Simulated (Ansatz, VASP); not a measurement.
CdSe: VASP beside Ansatz

```
Cd Se
1.0
     4.30000    0.00000    0.00000
    -2.15000    3.72391    0.00000
     0.00000    0.00000    7.02000
Cd Se
2 2
Direct
  0.66667 0.33333 0.50000
  0.33333 0.66667 0.00000
  0.66667 0.33333 0.88500
  0.33333 0.66667 0.38500
```

Alike in both runs: functional PBEsol; k mesh 5 × 5 × 3; occupations fermi-dirac, width 0.05 eV; non-collinear spin, spin-orbit coupling.

|  | VASP | Ansatz |
| --- | --- | --- |
| version | VASP 6.6.1 | Ansatz 0.2.0 |
| potentials or method | VASP PAW PBE potentials, release 64 (Cd, Se), cutoff 520 eV | all-electron LAPW, relativistic spinors |
| task | single point | band structure |

```csv
,VASP,Ansatz,Ansatz less VASP
pressure (GPa),0.5,0.2,-0.35
"traceless stress, the component that is largest in VASP (GPa)",-1.30,-1.25,+0.054
rms of the force components (eV/Å),0.160,0.155,-0.0056
net moment per atom (μB),0.00,0.00,0.000
```

VASP's potentials were made for PBE, not for PBEsol. Atom by atom the forces differ by 0.006 eV/Å (rms over components). Ansatz ran all-electron here, and VASP with PAW potentials.
